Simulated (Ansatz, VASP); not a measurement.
## Two plane-wave programs on Al2Ga3P5

```
Al Ga P
1.0
    -1.87704    1.87704   13.27268
     1.87704   -1.87704   13.27268
     1.87704    1.87704  -13.27268
Al Ga P
2 3 5
Direct
  0.80000 0.80000 0.00000
  0.20000 0.20000 0.00000
  0.60000 0.60000 0.00000
  0.00000 0.00000 0.00000
  0.40000 0.40000 0.00000
  0.95000 0.45000 0.50000
  0.35000 0.85000 0.50000
  0.75000 0.25000 0.50000
  0.15000 0.65000 0.50000
  0.55000 0.05000 0.50000
```

Alike in both runs: task single point; functional PBE; k mesh 6 × 6 × 6; occupations gaussian, width 0.1 eV; no spin polarisation.

|  | VASP | Ansatz |
| --- | --- | --- |
| version | VASP 6.6.1 | Ansatz 0.2.0 |
| potentials or method | VASP PAW PBE potentials, release 64 (Al, Ga_d, P), cutoff 500 eV | scalar-relativistic, plane waves, PAW |
| valence electrons in the cell | 70 | 70 |

```tsv
	VASP	Ansatz	Ansatz less VASP
gap on the k mesh at the Fermi level (eV)	1.37	1.38	+0.001
least direct gap on the mesh (eV)	1.38	1.38	+0.001
pressure (GPa)	10.9	11.0	+0.12
traceless stress, the component that is largest in VASP (GPa)	-0.13	-0.13	-0.001
rms of the force components (eV/Å)	0.017	0.016	-0.0003
```

Atom by atom the forces differ by 0.001 eV/Å (rms over components).
